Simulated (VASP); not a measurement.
Set up this calculation in VASP 6.6.1, as the native input.

```yaml
Task: single point
Functional: PBE
Dispersion: D3(BJ)
Potentials_or_basis: VASP PAW PBE potentials, release 64 (Ti_sv, H)
Cutoff: 520 eV
k_mesh: 3 × 2 × 4
Occupations: gaussian, width 0.15 eV
Spin: no spin polarisation
Dipole_correction: no
Further_INCAR_settings: ALGO = Normal; EDIFF = 1e-06; NBANDS = 84
```

The structure of Ti12H (a cell with a defect) lies in POSCAR:

```
Ti12H
1.0
    5.9000000000      0.0000000000      0.0000000000
   -4.4250000000      7.6643250000      0.0000000000
    0.0000000000      0.0000000000      4.6846000000
Ti H
12 1
Direct
   -0.0063832506     -0.0057168766      0.0000533663
    0.1448442589      0.2115514413      0.5000089655
   -0.0052600118      0.3295294759      0.0001368313
    0.1689862129      0.5525294139      0.5000945652
    0.0074608642      0.6691051071      0.0000819707
    0.1735515638      0.8913584693      0.5001210349
    0.5027884423      0.0003294485      0.0002576527
    0.6711150136      0.2151434079      0.5003105922
    0.4956556372      0.3328133919      0.0001464373
    0.6858284878      0.5728754978      0.5001297870
    0.5000435904      0.6665699850      0.0001647953
    0.6601216650      0.8851267398      0.5001822994
    0.4990659266      0.3369649643      0.5002134654
```

These files were run (other wordings do the same):

INCAR

```
ALGO = Normal
EDIFF = 1E-6
ENCUT = 520
GGA = PE
ISIF = 2
ISMEAR = 0
IVDW = 12
LASPH = True
LCHARG = False
LREAL = False
LWAVE = False
NBANDS = 84
NELM = 100
PREC = Accurate
SIGMA = 0.15
```

KPOINTS

```
k-points
0
Gamma
  3 2 4
```

Potentials or basis: VASP PAW PBE potentials, release 64 (Ti_sv, H).

The run is started by

```bash
$ cat potpaw_PBE.64/Ti_sv/POTCAR potpaw_PBE.64/H/POTCAR > POTCAR
$ mpirun -np 1 vasp_std > vasp.out
```

Results of the run:

```json
{"Pressure": "-5.8 GPa", "Largest force": "0.032 eV/Å", "Dispersion energy per atom": "-0.561 eV"}
```

Caveat: the k points lie up to 0.41 Å⁻¹ apart.

Run time: 15 min on 1 thread of Oxide Virtual Turin-like Processor, on a shared host, peak memory 0.4 GiB.
